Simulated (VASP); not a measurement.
Set up this calculation in VASP 6.6.1, as the native input.

* Task: single point
* Functional: PBE
* Potentials or basis: VASP PAW PBE potentials, release 64 (W_sv, F)
* Cutoff: 520 eV
* k mesh: 6 × 6 × 2
* Occupations: gaussian, width 0.1 eV
* Spin: no spin polarisation
* Dipole correction: no
* Further INCAR settings: ALGO = Normal; EDIFF = 1e-07; NBANDS = 52

The structure of WF lies in POSCAR:

```
WF
1.0
    3.2933937900      0.0000000000      0.0000000000
   -1.6466968900      2.8521626800      0.0000000000
    0.0000000000      0.0000000000     13.7671990400
W F
4 4
Direct
    0.3333333300      0.6666666700      0.1570000100
    0.6666666700      0.3333333300      0.6570000100
    0.3333333300      0.6666666700      0.3429999900
    0.6666666700      0.3333333300      0.8429999900
    0.3333333300      0.6666666700      0.6020000000
    0.6666666700      0.3333333300      0.1020000000
    0.3333333300      0.6666666700      0.8980000000
    0.6666666700      0.3333333300      0.3980000000
```

The cell was built from a structure type or drawn by symmetry, and may not be a known phase.

The input as run:

INCAR

```
SYSTEM = WF
ALGO = Normal
EDIFF = 1E-7
ENCUT = 520
GGA = PE
ISIF = 2
ISMEAR = 0
LASPH = .True.
LCHARG = .False.
LREAL = .False.
LWAVE = .False.
NBANDS = 52
NELM = 80
PREC = Accurate
SIGMA = 0.1
```

KPOINTS

```
k-points
0
Gamma
  6 6 2
  0 0 0
```

Potentials or basis: VASP PAW PBE potentials, release 64 (W_sv, F).

The run is started by

```bash
$ cat potpaw_PBE.64/W_sv/POTCAR potpaw_PBE.64/F/POTCAR > POTCAR
$ mpirun -np 1 vasp_std > vasp.out
```

It gave:

```
Pressure               : 2.6 GPa
Largest force          : 7.106 eV/Å
Band gap on the k mesh : 0.58 eV (least direct gap 0.83 eV)
```

Caveat: spin-orbit coupling is left out, which moves the levels of the heavy elements; forces of over 1 eV/Å act on the atoms, so gaps and moduli don't describe the material at rest.

It took 44 s on 1 thread of AMD EPYC 9R45 96-Core Processor (Zen 5), with other jobs on the host, peak memory 0.23 GiB.
